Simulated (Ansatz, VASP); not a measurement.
**One calculation of Pd, two programs**

```
Pd
1.0
     0.00000    1.97347    1.97347
     1.97347    0.00000    1.97347
     1.97347    1.97347    0.00000
Pd
1
Direct
  0.00000 0.00000 0.00000
```

Alike in both runs: task single point; functional PBE; k mesh 14 × 14 × 14; occupations fermi-dirac, width 0.2 eV; no spin polarisation.

|  | VASP | Ansatz |
| --- | --- | --- |
| version | VASP 6.6.1 | Ansatz 0.2.0 |
| potentials or method | VASP PAW PBE potentials, release 64 (Pd), cutoff 520 eV | plane waves (420 eV) with PAW, scalar-relativistic |
| valence electrons in the cell | 10 | 18 |

VASP gave:

- pressure (GPa): 0.3

Task: Estimate Ansatz's values.

Result: Pressure (GPa): 0.6.

VASP's potentials hold 10 valence electrons a cell and Ansatz's 18, so a difference there can come from the potentials and not from the codes.
